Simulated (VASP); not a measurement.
# Ga2O3 (C2/m) in VASP: single point with r2SCAN

Aim: the single point of Ga2O3 with r2SCAN.

Program: VASP 6.6.1. These are calculated values, not measurements. Logs are shortened: lines on timing, memory, paths and dates and some standing lists are left out, and cuts for length are marked.

### Step 1. The cell of the first run

It takes space group C2/m (No. 12, monoclinic). Conventional cell: a = 12.256 Å, b = 3.039 Å, c = 5.808 Å, α = 90.00°, β = 103.81°, γ = 90.00°. Within 2.4 Å of Ga (site symmetry m) lie 4 O at 1.83 to 1.87 Å. Within 2.6 Å of Ga (site symmetry m) lie 6 O at 1.94 to 2.08 Å. O (site symmetry m) has 3 Ga at 1.83 to 1.94 Å within 2.4 Å. Within 2.5 Å of O (site symmetry m) lie 4 Ga at 1.87 to 2.08 Å. Within 2.4 Å of O (site symmetry m) lie 3 Ga at 1.84 to 1.94 Å.

### Step 2. Single point, r2SCAN

POSCAR reads:

```
Ga2O3
1.0
    6.1278415934     -1.5195305740      0.0025319684
    6.1278415934      1.5195305740      0.0025319684
   -1.3883847060      0.0000000000      5.6399773692
Ga O
4 6
Direct
    0.0905209732      0.0905209732      0.7947888376
    0.9094790268      0.9094790268      0.2052111624
    0.6587278754      0.6587278754      0.3144766575
    0.3412721246      0.3412721246      0.6855233425
    0.1642143314      0.1642143314      0.1091577322
    0.8357856686      0.8357856686      0.8908422678
    0.1733419983      0.1733419983      0.5635248266
    0.8266580017      0.8266580017      0.4364751734
    0.4962851434      0.4962851434      0.2562373614
    0.5037148566      0.5037148566      0.7437626386
```

INCAR.step1 reads:

```
SYSTEM = Ga2O3
ALGO = Normal
EDIFF = 1E-5
ENCUT = 660
GGA = PE
GGA_COMPAT = .False.
ISMEAR = 0
LASPH = .True.
LCHARG = .False.
LREAL = .False.
LWAVE = .True.
NBANDS = 55
NELM = 120
PREC = Accurate
SIGMA = 0.02
```

INCAR.step2 reads:

```
SYSTEM = Ga2O3
ALGO = Normal
EDIFF = 1E-6
ENCUT = 660
GGA_COMPAT = .False.
ISIF = 2
ISMEAR = 0
ISTART = 1
LASPH = .True.
LCHARG = .False.
LMIXTAU = .True.
LREAL = .False.
LWAVE = .False.
METAGGA = R2SCAN
NBANDS = 55
NELM = 120
PREC = Accurate
SIGMA = 0.02
```

KPOINTS reads:

```
k-points
0
Gamma
  8 8 4
  0 0 0
```

Potentials or basis: VASP PAW PBE potentials, release 64 (Ga_d, O).

The run is started by

```console
cat potpaw_PBE.64/Ga_d/POTCAR potpaw_PBE.64/O/POTCAR > POTCAR
cp INCAR.step1 INCAR
mpirun -np 1 vasp_std > vasp.out
cp INCAR.step2 INCAR
mpirun -np 1 vasp_std > vasp.out
```

OUTCAR:

```text
SYSTEM = Ga2O3
   EDIFF = 1E-6
   ENCUT = 660
   ISIF = 2
   ISMEAR = 0
   ISTART = 1
   LASPH = .True.
   LREAL = .False.
   METAGGA = R2SCAN
   NELM = 120
   PREC = Accurate

 ion  position               nearest neighbor table
   1  0.091  0.091  0.795-   5 1.83  10 1.84  10 1.84   7 1.87
   2  0.909  0.909  0.205-   6 1.83   9 1.84   9 1.84   8 1.87
   3  0.659  0.659  0.314-   9 1.94   5 1.94   5 1.94   8 2.01   7 2.08   7 2.08
   4  0.341  0.341  0.686-  10 1.94   6 1.94   6 1.94   7 2.01   8 2.08   8 2.08
   5  0.164  0.164  0.109-   1 1.83   3 1.94   3 1.94
   6  0.836  0.836  0.891-   2 1.83   4 1.94   4 1.94
   7  0.173  0.173  0.564-   1 1.87   4 2.01   3 2.08   3 2.08
   8  0.827  0.827  0.436-   2 1.87   3 2.01   4 2.08   4 2.08
   9  0.496  0.496  0.256-   2 1.84   2 1.84   3 1.94
  10  0.504  0.504  0.744-   1 1.84   1 1.84   4 1.94

  LATTYP: Found a base centered monoclinic cell.
 ALAT       =    12.2556842330
 B/A-ratio  =     0.2479715608
 C/A-ratio  =     0.4739312977
 COS(beta)  =    -0.2386312195

  Lattice vectors:

 A1 = (   6.1278415934,  -1.5195305740,   0.0025319684)
 A2 = (   6.1278415934,   1.5195305740,   0.0025319684)
 A3 = (  -1.3883847060,   0.0000000000,   5.6399773692)

Analysis of symmetry for initial positions (statically):
=====================================================================
 Subroutine PRICEL returns:
 Original cell was already a primitive cell.

 Routine SETGRP: Setting up the symmetry group for a
 base centered monoclinic supercell.

 Subroutine GETGRP returns: Found  4 space group operations
 (whereof  4 operations were pure point group operations)
 out of a pool of  4 trial point group operations.

The static configuration has the point symmetry C_2h.

Analysis of symmetry for dynamics (positions and initial velocities):
=====================================================================
 Subroutine PRICEL returns:
 Original cell was already a primitive cell.

 Routine SETGRP: Setting up the symmetry group for a
 base centered monoclinic supercell.

 Subroutine GETGRP returns: Found  4 space group operations
 (whereof  4 operations were pure point group operations)
 out of a pool of  4 trial point group operations.

The dynamic configuration has the point symmetry C_2h.

 Subroutine INISYM returns: Found  4 space group operations
 (whereof  4 operations are pure point group operations),
 and found     1 'primitive' translations

----------------------------------------------------------------------------------------

                                     Primitive cell

  volume of cell :     105.0433

  direct lattice vectors                    reciprocal lattice vectors
     6.127841593 -1.519530574  0.002531968     0.081586500 -0.329048990  0.020084025
     6.127841593  1.519530574  0.002531968     0.081586500  0.329048990  0.020084025
    -1.388384706  0.000000000  5.639977369    -0.000073254  0.000000000  0.177287643

  length of vectors
     6.313431885  6.313431885  5.808352332     0.339607071  0.339607071  0.177287658

  position of ions in fractional coordinates (direct lattice)
     0.090520973  0.090520973  0.794788838
     0.909479027  0.909479027  0.205211162
     0.658727875  0.658727875  0.314476658
     0.341272125  0.341272125  0.685523342
     0.164214331  0.164214331  0.109157732
     0.835785669  0.835785669  0.890842268
     0.173341998  0.173341998  0.563524827
     0.826658002  0.826658002  0.436475173
     0.496285143  0.496285143  0.256237361
     0.503714857  0.503714857  0.743762639

  ion indices of the primitive-cell ions
   primitive index   ion index
                 1           1
                 2           2
                 3           3
                 4           4
                 5           5
                 6           6
                 7           7
                 8           8
                 9           9
                10          10

----------------------------------------------------------------------------------------

 KPOINTS: k-points

Automatic generation of k-mesh.
 Grid dimensions read from file:
 generate k-points for:    8    8    4

 Generating k-lattice:

  Cartesian coordinates                     Fractional coordinates (reciprocal lattice)
     0.010198312 -0.041131124  0.002510503     0.125000000  0.000000000 -0.000000000
     0.010198312  0.041131124  0.002510503     0.000000000  0.125000000 -0.000000000
    -0.000018313  0.000000000  0.044321911     0.000000000  0.000000000  0.250000000

  Length of vectors
     0.042450884  0.042450884  0.044321915

  Shift w.r.t. Gamma in fractional coordinates (k-lattice)
     0.000000000  0.000000000  0.000000000

 Subroutine IBZKPT returns following result:
 ===========================================

 Found     78 irreducible k-points:

 Following reciprocal coordinates:
            Coordinates               Weight
  0.000000  0.000000  0.000000      1.000000
  0.125000  0.000000  0.000000      4.000000
  0.250000  0.000000  0.000000      4.000000
  0.375000  0.000000  0.000000      4.000000
  0.500000  0.000000  0.000000      2.000000
  0.125000  0.125000  0.000000      2.000000
[... 16 lines left out ...]
  0.125000 -0.000000  0.250000      4.000000
  0.250000 -0.000000  0.250000      4.000000
 [... further k-points ...]
   k-points           NKPTS =     78   k-points in BZ     NKDIM =     78   number of bands    NBANDS=     55
   number of dos      NEDOS =    301   number of ions     NIONS =     10
   total plane-waves  NPLWV = 145800
   dimension x,y,z NGX =    54 NGY =   54 NGZ =   50
   dimension x,y,z NGXF=   108 NGYF=  108 NGZF=  100
   ions per type =               4   6
   NGX,Y,Z   is equivalent  to a cutoff of  14.22, 14.22, 14.31 a.u.
   NGXF,Y,Z  is equivalent  to a cutoff of  28.44, 28.44, 28.62 a.u.
 SYSTEM =  Ga2O3
   PREC   = accura    normal or accurate (medium, high low for compatibility)
   ISTART =      1    job   : 0-new  1-cont  2-samecut
   ICHARG =      0    charge: 1-file 2-atom 10-const
   ISPIN  =      1    spin polarized calculation?
   LNONCOLLINEAR =      F non collinear calculations
   LSORBIT =      F    spin-orbit coupling
   LASPH  =      T    aspherical Exc in radial PAW
   ENCUT  =  660.0 eV  48.51 Ry    6.96 a.u.  13.22 13.22 12.17*2*pi/ulx,y,z
   NELM   =    120;   NELMIN=  2; NELMDL=  0     # of ELM steps
   EDIFF  = 0.1E-05   stopping-criterion for ELM
   LREAL  =      F    real-space projection
   EDIFFG = 0.1E-04   stopping-criterion for IOM
   NSW    =      0    number of steps for IOM
   IBRION =     -1    ionic relax: 0-MD 1-quasi-New 2-CG
   NFREE  =      0    steps in history (QN), initial steepest desc. (CG)
   ISIF   =      2    stress and relaxation
   ISYM   =      2    0-nonsym 1-usesym 2-fastsym
   POTIM  = 0.5000    time-step for ionic-motion
   TEBEG  =    0.0;   TEEND  =   0.0 temperature during run
   PSTRESS=    0.0 pullay stress
   NELECT =      88.0000    total number of electrons
   NUPDOWN=      -1.0000    fix difference up-down
   EMIN   =  10.00;   EMAX   =-10.00  energy-range for DOS
   EFERMI =   0.00;   METHOD = LEGACY
   ISMEAR =     0;   SIGMA  =   0.02  broadening in eV -4-tet -1-fermi 0-gaus
   EFERMI_NEDOS =   21; number of points for ismear=-14 and -15
   IALGO  =     38    algorithm
   IMIX   =      4    mixing-type and parameters
     AMIX     =   0.40;   BMIX     =  1.00
     AMIX_MAG =   1.60;   BMIX_MAG =  1.00
  volume/ion in A,a.u.               =      10.50        70.89
  Fermi-wavevector in a.u.,A,eV,Ry     =   1.543285  2.916386 32.405398  2.381730
  Thomas-Fermi vector in A             =   2.648970
   LORBIT       =      0    0 simple, 1 ext, 2 COOP (PROOUT), +10 PAW based schemes
   METAGGA = R2SCAN    functional components
   LHFCALC =     F    Hartree Fock is set to
   AEXX    =    0.0000 exact exchange contribution
   IVDW    =     0    specifies the selected vdW correction
   LEPSILON=     F    determine dielectric tensor
   LRPA    =     F    only Hartree local field effects (RPA)
 non-spin polarized calculation
 Gauss-broadening in eV      SIGMA  =   0.02
  energy-cutoff  :      660.00
  volume of cell :      105.04
 maximum number of plane-waves:      4084
 NGX is ok and might be reduce to    54
   NGX = 27   NGY = 27   NGZ = 25

 number of electron      87.9999993 magnetization

 Free energy of the ion-electron system (eV)
  ---------------------------------------------------
  ext. energy  EPLUGINS =         0.00000000
  ---------------------------------------------------
  free energy    TOTEN  =      -102.48226420 eV

  energy without entropy =     -102.48226420  energy(sigma->0) =     -102.48226420

 E-fermi :   3.5824     XC(G=0): -12.5123

 val. band max:        3.3946003789   @ k =   0.5000   0.3750   0.5000
 cond. band min:       6.4089281265   @ k =   0.0000   0.0000   0.0000
 fundamental gap:      3.0143277477
 Fermi energy:         3.5823981972

 k-point     1 :       0.0000    0.0000    0.0000
  band No.  band energies     occupation
      1     -16.4268      2.00000
      2     -15.2760      2.00000
      3     -15.2598      2.00000
      4     -15.1348      2.00000
      5     -14.6907      2.00000
      6     -14.6646      2.00000
[... 47 lines left out ...]
     54      16.7159      0.00000
     55      17.0210      0.00000

 k-point     2 :       0.1250    0.0000    0.0000
  band No.  band energies     occupation
      1     -16.3090      2.00000
      2     -15.2640      2.00000
      3     -15.2297      2.00000
      4     -15.0590      2.00000
      5     -14.6891      2.00000
      6     -14.6621      2.00000
[... 47 lines left out ...]
     54      15.7797      0.00000
     55      15.9321      0.00000
[... 1216 lines left out ...]
     54      15.9810      0.00000
     55      16.4238      0.00000

 k-point    24 :       0.2500   -0.0000    0.2500
  band No.  band energies     occupation
      1     -15.8869      2.00000
      2     -15.3244      2.00000
      3     -15.1679      2.00000
      4     -14.9129      2.00000
      5     -14.7164      2.00000
      6     -14.6320      2.00000
[... 47 lines left out ...]
     54      15.0532      0.00000
     55      16.4168      0.00000

 [... further k-points ...]
[... 5 lines left out ...]
  --------------------------------------------------------------------------------------
  -------------------------------------------------------------------------------------
  Total        0.8981664      1.1294501      0.9428222      0.0000000      0.0000000      0.0388646
  in kB       13.6993159     17.2269794     14.3804297      0.0000000      0.0000000      0.5927845
  external PRESSURE =      15.1022417 kB  Pullay stress =       0.0000000 kB

 VOLUME and BASIS-vectors are now :
 -----------------------------------------------------------------------------
  energy-cutoff  :      660.00
  volume of cell :      105.04
      direct lattice vectors                 reciprocal lattice vectors
     6.127841593 -1.519530574  0.002531968     0.081586500 -0.329048990  0.020084025
     6.127841593  1.519530574  0.002531968     0.081586500  0.329048990  0.020084025
    -1.388384706  0.000000000  5.639977369    -0.000073254  0.000000000  0.177287643

 POSITION                                       TOTAL-FORCE (eV/Angst)
 -----------------------------------------------------------------------------------
      0.00592      0.00000      4.48305         0.026972      0.000000     -0.003571
     10.86137      0.00000      1.16199        -0.026972      0.000000      0.003571
      7.63655      0.00000      1.77698         0.001589      0.000000      0.048961
      3.23075      0.00000      3.86806        -0.001589      0.000000     -0.048961
      1.86101      0.00000      0.61648         0.059329      0.000000      0.029757
      9.00629      0.00000      5.02856        -0.059329      0.000000     -0.029757
      1.34204      0.00000      3.17915         0.023786      0.000000     -0.052742
      9.52526      0.00000      2.46590        -0.023786      0.000000      0.052742
      5.72656      0.00000      1.44769         0.072250      0.000000      0.026865
      5.14074      0.00000      4.19736        -0.072250      0.000000     -0.026865
 -----------------------------------------------------------------------------------
    total drift:                                0.000000      0.000000     -0.000000

  FREE ENERGIE OF THE ION-ELECTRON SYSTEM (eV)
  ---------------------------------------------------
  free  energy   TOTEN  =      -102.4822642040 eV

  energy  without entropy=     -102.4822642040  energy(sigma->0) =     -102.48226420
```

It took 1.7 h on 1 thread of Oxide Virtual Turin-like, shared host; peak memory 0.67 GiB.

Results:

```yaml
Free_energy: -102.4823 eV
Pressure: 1.5 GPa
Largest_force: 0.077 eV/Å
Band_gap_on_the_k_mesh: 3.01 eV (least direct gap 3.04 eV)
```

Forces on the atoms (eV/Å):
```
Ga   0.027  0.000 -0.004
Ga  -0.027  0.000  0.004
Ga   0.002  0.000  0.049
Ga  -0.002  0.000 -0.049
O    0.059  0.000  0.030
O   -0.059  0.000 -0.030
O    0.024  0.000 -0.053
O   -0.024  0.000  0.053
O    0.072  0.000  0.027
O   -0.072  0.000 -0.027
```

Stress tensor (GPa, compression positive):
```
1.37 0.00 0.06
0.00 1.72 0.00
0.06 0.00 1.44
```

Caveat: the PAW data sets were made with another functional, which shifts forces and pressure a little. A k mesh can miss the band edges.
